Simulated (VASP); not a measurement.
Here is a VASP 6.6.1 calculation.

Contents of POSCAR:

```
Al2Pt
1.0
    0.0000000000      2.9431930000      2.9431930000
    2.9431930000      0.0000000000      2.9431930000
    2.9431930000      2.9431930000      0.0000000000
Pt Al
1 2
Direct
    0.0000000000      0.0000000000      0.0000000000
    0.2500000000      0.2500000000      0.2500000000
    0.7500000000      0.7500000000      0.7500000000
```

INCAR.step1

```
SYSTEM = Al2Pt
  PREC = Accurate
  ENCUT = 520
  ISMEAR = 1
  SIGMA = 0.0128
  LREAL = .FALSE.
  LASPH = .TRUE.
  NELM = 60
  NBANDS = 15
  GGA = PE
  ALGO = Normal
  EDIFF = 1E-4
  LWAVE = .TRUE.
  LCHARG = .FALSE.
```

File INCAR.step2:

```
SYSTEM = Al2Pt
  PREC = Accurate
  ENCUT = 520
  EDIFF = 1E-6
  ISMEAR = 1
  SIGMA = 0.0128
  LREAL = .FALSE.
  LASPH = .TRUE.
  NELM = 60
  ALGO = Normal
  ISIF = 2
  LWAVE = .FALSE.
  LCHARG = .FALSE.
  METAGGA = R2SCAN
  LMIXTAU = .TRUE.
  NBANDS = 15
  ISTART = 1
```

KPOINTS

```
regular mesh
0
G
  8 8 8
  0 0 0
```

Potentials or basis: VASP PAW PBE potentials, release 64 (Pt, Al).

Launch:

```console
$ cat potpaw_PBE.64/Pt/POTCAR potpaw_PBE.64/Al/POTCAR > POTCAR
$ cp INCAR.step1 INCAR
$ mpirun -np 1 vasp_std > vasp.out
$ cp INCAR.step2 INCAR
$ mpirun -np 1 vasp_std > vasp.out
```

(1) Estimate the band gap on the k mesh.

(2) Estimate the pressure.

Results:

(1) zero (band 8 reaches 11.92 eV, above the bottom of band 9 at 6.20 eV).

(2) 1.1 GPa.

Caveat: the PAW data sets were made with another functional, which shifts forces and pressure a little; spin-orbit coupling is left out, which moves the levels of the heavy elements.
